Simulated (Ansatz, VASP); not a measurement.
## Hg: VASP beside Ansatz

Contents of INCAR:

```
SYSTEM = Hg
ALGO     = Fast           ! electronic algorithm
EDIFF    = 1E-6           ! SCF threshold, eV
ENCUT    = 520            ! plane-wave cutoff, eV
GGA      = PE             ! functional
ISIF     = 2              ! what is computed and relaxed
ISMEAR   = 0              ! smearing method
LASPH    = .True.         ! aspherical terms in the spheres
LCHARG   = .True.         ! write CHGCAR
LELF     = .True.         ! ELF
LREAL    = .False.        ! projectors in reciprocal space
LVHAR    = .True.       
LWAVE    = .False.        ! write WAVECAR
NBANDS   = 12             ! bands
NELM     = 80             ! most SCF steps
PREC     = Accurate       ! precision mode
SIGMA    = 0.15           ! smearing width, eV
```

File KPOINTS:

```
k-points
0
Gamma
  18 18 18
  0 0 0
```

The input POSCAR:

```
Hg
1.0
    1.8684004917      1.0787215269      2.4127200000
   -1.8684004917      1.0787215269      2.4127200000
    0.0000000000     -2.1574430537      2.4127200000
Hg
1
Direct
    0.0000000000      0.0000000000      0.0000000000
```

Input for Ansatz:

```yaml
crystal:
  lattice:
    - [1.8684004917, 1.0787215269, 2.41272]
    - [-1.8684004917, 1.0787215269, 2.41272]
    - [0.0, -2.1574430537, 2.41272]
  atoms:
    - { symbol: Hg, position: [0.0, 0.0, 0.0] }
basis:
  ecutwfc: 420
kpoints:
  mp_grid: { grid: [18, 18, 18] }
hamiltonian:
  xc: pbe
scf:
  occupations: { method: gaussian, width: 0.15 }
output:
  forces: true
  stress: true
  eigenvalues: true
```

Change from the starting cell: strain +0.080 along x and y, +0.080 along z, atoms carried along.

Alike in both runs: task single point; functional PBE; k mesh 18 × 18 × 18; occupations gaussian, width 0.15 eV; no spin polarisation.

|  | VASP | Ansatz |
| --- | --- | --- |
| version | VASP 6.6.1 | Ansatz 0.2.0 |
| potentials or method | VASP PAW PBE potentials, release 64 (Hg), cutoff 520 eV | scalar-relativistic, plane waves, PAW |
| valence electrons in the cell | 12 | 20 |

|  | VASP | Ansatz | Ansatz less VASP |
| --- | --- | --- | --- |
| gap on the k mesh at the Fermi level (eV) | none | none | - |
| pressure (GPa) | 0.0 | -0.2 | -0.15 |
| traceless stress, the component that is largest in VASP (GPa) | -0.24 | -0.31 | -0.075 |

A gap of «none» marks a metal or a gap that the smearing closes. The functional is the same, so the differences come from potentials, cutoffs and numerics. VASP's potentials hold 12 valence electrons a cell and Ansatz's 20, so a difference there can come from the potentials and not from the codes.

Neither program's run includes spin-orbit coupling.
